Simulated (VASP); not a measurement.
# Mg (P6_3/mmc) in VASP: notebook, part 2 of 2

VASP 6.6.1. The steps go on from the part before.

**3. Relaxation of cell and atoms, PBE+D3(BJ)**

This run uses another cell than the first one, of 22.55 Å³/atom, 1.036 times its volume.

INCAR

```
  PREC = Accurate
  ENCUT = 600
  EDIFF = 1E-6
  ISMEAR = 0
  SIGMA = 0.1
  LREAL = F
  LASPH = T
  NELM = 100
  ALGO = Normal
  ISIF = 3
  LWAVE = F
  LCHARG = F
  GGA = PE
  IVDW = 12
  IBRION = 2
  NSW = 100
  EDIFFG = -0.005
```

KPOINTS

```
Automatic mesh
0
Gamma
  15 15 4
```

POSCAR

```
Mg
1.0
    3.1768261656      0.0000000000      0.0000000000
   -1.5884130828      2.7512121628      0.0000000000
    0.0000000000      0.0000000000     10.3188620100
Mg
4
Direct
    0.0000000000      0.0000000000      0.0000000000
    0.3333333300      0.6666666700      0.2500000000
    0.0000000000      0.0000000000      0.5000000000
    0.6666666700      0.3333333300      0.7500000000
```

Potentials or basis: VASP PAW PBE potentials, release 64 (Mg).

The run is started by

```sh
$ cat potpaw_PBE.64/Mg/POTCAR > POTCAR
$ mpirun -np 1 vasp_std > vasp.out
```

OUTCAR:

```text
PREC = Accurate
   ENCUT = 600
   EDIFF = 1E-6
   ISMEAR = 0
   LREAL = F
   LASPH = T
   NELM = 100
   ISIF = 3
   GGA = PE
   IVDW = 12
   IBRION = 2
   NSW = 100
   EDIFFG = -0.005
 IVDW          = 12

 ion  position               nearest neighbor table
   1  0.000  0.000  0.000-   2 3.17   4 3.17   2 3.17   4 3.17   4 3.17   2 3.17
   2  0.333  0.667  0.250-   1 3.17   3 3.17   1 3.17   3 3.17   1 3.17   3 3.17
   3  0.000  0.000  0.500-   2 3.17   4 3.17   2 3.17   4 3.17   4 3.17   2 3.17
   4  0.667  0.333  0.750-   1 3.17   3 3.17   1 3.17   3 3.17   1 3.17   3 3.17

  LATTYP: Found a hexagonal cell.
 ALAT       =     3.1768261656
 C/A-ratio  =     3.2481670296

  Lattice vectors:

 A1 = (   3.1768261656,   0.0000000000,   0.0000000000)
 A2 = (  -1.5884130828,   2.7512121628,   0.0000000000)
 A3 = (   0.0000000000,   0.0000000000,  10.3188620100)

Analysis of symmetry for initial positions (statically):
=====================================================================
 Subroutine PRICEL returns:
 Original cell was already a primitive cell.

 Routine SETGRP: Setting up the symmetry group for a
 hexagonal supercell.

 Subroutine GETGRP returns: Found 24 space group operations
 (whereof 12 operations were pure point group operations)
 out of a pool of 24 trial point group operations.

The static configuration has the point symmetry D_3d.
 The point group associated with its full space group is D_6h.

Analysis of symmetry for dynamics (positions and initial velocities):
=====================================================================
 Subroutine PRICEL returns:
 Original cell was already a primitive cell.

 Routine SETGRP: Setting up the symmetry group for a
 hexagonal supercell.

 Subroutine GETGRP returns: Found 24 space group operations
 (whereof 12 operations were pure point group operations)
 out of a pool of 24 trial point group operations.

The dynamic configuration has the point symmetry D_3d.
 The point group associated with its full space group is D_6h.

 Subroutine INISYM returns: Found 24 space group operations
 (whereof 12 operations are pure point group operations),
 and found     1 'primitive' translations

[... 112 lines left out ...]
   EFERMI =   0.00;   METHOD = LEGACY
   ISMEAR =     0;   SIGMA  =   0.10  broadening in eV -4-tet -1-fermi 0-gaus
   EFERMI_NEDOS =   21; number of points for ismear=-14 and -15
   IALGO  =     38    algorithm
   IMIX   =      4    mixing-type and parameters
     AMIX     =   0.40;   BMIX     =  1.00
     AMIX_MAG =   1.60;   BMIX_MAG =  1.00
  volume/ion in A,a.u.               =      22.55       152.15
  Fermi-wavevector in a.u.,A,eV,Ry     =   0.730110  1.379708  7.252733  0.533061
  Thomas-Fermi vector in A             =   1.821999
   LORBIT       =      0    0 simple, 1 ext, 2 COOP (PROOUT), +10 PAW based schemes
   GGA     = PE    functional components
   LHFCALC =     F    Hartree Fock is set to
   AEXX    =    0.0000 exact exchange contribution
   IVDW    =    12    specifies the selected vdW correction
   LEPSILON=     F    determine dielectric tensor
   LRPA    =     F    only Hartree local field effects (RPA)
 conjugate gradient relaxation of ions
 non-spin polarized calculation
 Gauss-broadening in eV      SIGMA  =   0.10
  energy-cutoff  :      600.00
  volume of cell :       90.19
 maximum number of plane-waves:      3042
 NGX is ok and might be reduce to    28
   NGX = 13   NGY = 13   NGZ = 41

--------------------------------------- Ionic step        1  -------------------------------------------

 number of electron       8.0000000 magnetization

 Free energy of the ion-electron system (eV)
  ---------------------------------------------------
  ext. energy  EPLUGINS =         0.00000000
  ---------------------------------------------------
  free energy    TOTEN  =        -6.00026426 eV

  energy without entropy =       -5.98996205  energy(sigma->0) =       -5.99511316

------------------------ aborting loop because EDIFF is reached ----------------------------------------

 Edisp (eV)   -1.15451

 E8    (eV) :    -0.5061
[... 201 lines left out ...]
--------------------------------------- Ionic step        6  -------------------------------------------

 number of electron       8.0000000 magnetization

 Free energy of the ion-electron system (eV)
  ---------------------------------------------------
  ext. energy  EPLUGINS =         0.00000000
  ---------------------------------------------------
  free energy    TOTEN  =        -5.97126484 eV

  energy without entropy =       -5.96094601  energy(sigma->0) =       -5.96610542

 E-fermi :   2.9296     XC(G=0):  -8.6678

 val. band max:        2.9287366866   @ k =   0.2667   0.0667   0.0000
 cond. band min:       2.9438212737   @ k =   0.3333   0.1333   0.2500
 fundamental gap:      0.0150845872
 Fermi energy:         2.9295530964

 k-point     1 :       0.0000    0.0000    0.0000
  band No.  band energies     occupation
      1      -4.2439      2.00000
      2      -2.7821      2.00000
      3      -2.7806      2.00000
      4       1.2087      2.00000
      5       1.7872      2.00000
      6       8.2790      0.00000
      7       8.2903      0.00000
      8      14.1321      0.00000
[... 243 lines left out ...]
 k-point    24 :       0.4000    0.2000    0.0000
  band No.  band energies     occupation
      1       1.2472      2.00000
      2       1.2790      2.00000
      3       2.3356      2.00000
      4       2.3661      2.00000
      5       2.9836      0.44456
      6       3.0045      0.28892
      7       4.9005      0.00000
      8       6.1370      0.00000

 [... further k-points ...]

------------------------ aborting loop because EDIFF is reached ----------------------------------------

 Edisp (eV)   -1.19987

 E8    (eV) :    -0.5256
[... 27 lines left out ...]
  FREE ENERGIE OF THE ION-ELECTRON SYSTEM (eV)
  ---------------------------------------------------
  free  energy   TOTEN  =        -7.1711363737 eV

  energy  without entropy=       -7.1608175454  energy(sigma->0) =       -7.16597696

 reached required accuracy - stopping structural energy minimisation
```

OSZICAR:

```text
N       E                     dE             d eps       ncg     rms          rms(c)
DAV:   1     0.423089574506E+01    0.42309E+01   -0.29158E+03  1296   0.803E+02
DAV:   2    -0.586600938659E+01   -0.10097E+02   -0.99042E+01  1816   0.540E+01
DAV:   3    -0.602805655655E+01   -0.16205E+00   -0.15414E+00  1992   0.686E+00
DAV:   4    -0.602855474602E+01   -0.49819E-03   -0.49813E-03  1752   0.357E-01
[... 25 lines left out ...]
DAV:   2    -0.597078240046E+01    0.75678E-06   -0.22020E-06  1664   0.111E-02
   5 F= -.71710758E+01 E0= -.71660109E+01  d E =-.152472E-03
       N       E                     dE             d eps       ncg     rms          rms(c)
DAV:   1    -0.597126693584E+01   -0.48378E-03   -0.69099E-04  1776   0.155E-01    0.109E-02
DAV:   2    -0.597126580665E+01    0.11292E-05   -0.31362E-06  1696   0.131E-02    0.687E-03
DAV:   3    -0.597126483511E+01    0.97154E-06   -0.88719E-07  1296   0.543E-03
   6 F= -.71711364E+01 E0= -.71659770E+01  d E =-.213091E-03
```

Run time: 88 s. Hardware: 1 thread of AMD EPYC 9R45 (Zen 5), shared host; peak memory 0.27 GiB.

What came out:

| Item | Value |
| --- | --- |
| Free energy | -7.1711 eV |
| Relaxed volume | 21.70 Å³/atom |
| Relaxed cell | a = 3.147 Å, b = 3.147 Å, c = 10.120 Å, α = 90.00°, β = 90.00°, γ = 120.00° |
| Space group after relaxing (to 0.05 Å) | P6_3/mmc (No. 194) |
| Energy gained by relaxing | 4.1 meV/atom |
| Ionic steps | 6 |
| Pressure after relaxing | 0.0 GPa |
| Band gap on the k mesh | zero (band 4 reaches 3.90 eV, above the bottom of band 5 at 1.79 eV) |
| Dispersion energy per atom | -0.300 eV |

Step by step:
| step | energy change (eV) | largest force (eV/Å) | pressure (GPa) | volume (Å³) |
| --- | --- | --- | --- | --- |
| 1 | 0.0000 | 0.0000 | -1.41 | 90.19 |
| 2 | -0.0151 | 0.0000 | -0.36 | 87.63 |
| 3 | -0.0162 | 0.0000 | 0.02 | 86.79 |
| 4 | -0.0161 | 0.0000 | 0.05 | 86.73 |
| 5 | -0.0163 | 0.0000 | 0.04 | 86.75 |
| 6 | -0.0164 | 0.0000 | 0.02 | 86.78 |

Final structure:
```
Mg
1.0
     3.14672    0.00000    0.00000
    -1.57336    2.72514    0.00000
     0.00000    0.00000   10.12027
Mg
4
Direct
  0.00000 0.00000 0.00000
  0.33333 0.66667 0.25000
  0.00000 0.00000 0.50000
  0.66667 0.33333 0.75000
```

Caveat: pairwise dispersion overbinds metals, which lowers pressure and volume.

**4. Single point, PBE+D3(BJ)**

This run uses another cell than the first one, of 22.55 Å³/atom, 1.036 times its volume.

INCAR

```
SYSTEM = Mg
PREC = Accurate
ENCUT = 520
EDIFF = 1E-6
ISMEAR = 0
SIGMA = 0.1
LREAL = .False.
LASPH = .True.
NELM = 100
ALGO = Normal
ISIF = 2
LWAVE = .False.
LCHARG = .True.
GGA = PE
IVDW = 12
LELF = .True.
LVHAR = .True.
NBANDS = 12
```

KPOINTS

```
regular mesh
0
Gamma
  6 6 2
  0 0 0
```

POSCAR is that of step 3.

The run is started by

```sh
$ cat potpaw_PBE.64/Mg/POTCAR > POTCAR
$ mpirun -np 1 vasp_std > vasp.out
```

Run time: 8.4 s. Hardware: 1 thread of AMD EPYC 9R45 (Zen 5), shared host; peak memory 0.17 GiB.

Results (log left out):

| Quantity | Value |
| --- | --- |
| Free energy | -7.0277 eV |
| Pressure | -1.4 GPa |
| Band gap on the k mesh | zero (band 4 reaches 3.03 eV, above the bottom of band 5 at 1.48 eV) |
| Dispersion energy per atom | -0.289 eV |

Stress tensor (GPa, compression positive):
```
-1.79  0.00  0.00
 0.00 -1.79  0.00
 0.00  0.00 -0.76
```

Levels at points of the mesh, in eV from the Fermi level:
```
           k point  band 1  band 2  band 3  band 4  band 5  band 6  band 7  band 8  band 9
(0.00, 0.00, 0.00)   -6.88   -5.48   -5.47   -1.59   -1.12    5.20    5.21   11.20   11.20
(0.50, 0.00, 0.00)   -2.04   -2.03   -0.97   -0.94   -0.38   -0.35    2.91    3.07    3.58
(0.00, 0.00, 0.50)   -6.53   -6.53   -3.75   -3.75    1.65    1.65    9.22    9.22   11.39
(0.50, 0.00, 0.50)   -1.76   -1.76   -1.64   -1.64    0.81    0.81    1.27    1.27    5.97
```

Caveat: the k points lie up to 0.38 Å⁻¹ apart; pairwise dispersion overbinds metals, which lowers pressure and volume.

**5. Summary**

| task | cell | k mesh | cutoff (eV) | gap on the mesh (eV) | pressure (GPa) |
| --- | --- | --- | --- | --- | --- |
| single point | a = 3.150, b = 3.150, c = 10.134 Å, angles 90.0, 90.0, 120.0°, 4 atoms | 15 × 15 × 4 | 520 | none | -0.1 |
| relaxation of cell and atoms | relaxed from a = 3.177, b = 3.177, c = 10.319 Å, angles 90.0, 90.0, 120.0°, 4 atoms | 15 × 15 × 4 | 600 | none | 0.0 |
| single point | a = 3.177, b = 3.177, c = 10.319 Å, angles 90.0, 90.0, 120.0°, 4 atoms | 6 × 6 × 2 | 520 | none | -1.4 |

Alike in all rows: level PBE+D3(BJ); potentials or basis VASP PAW PBE potentials, release 64 (Mg); no spin polarisation; smearing gaussian 0.1 eV.

Caveats: some runs use coarse meshes; pairwise dispersion overbinds metals, which lowers pressure and volume.

Absolute energies hang on the potentials; compare differences alone.
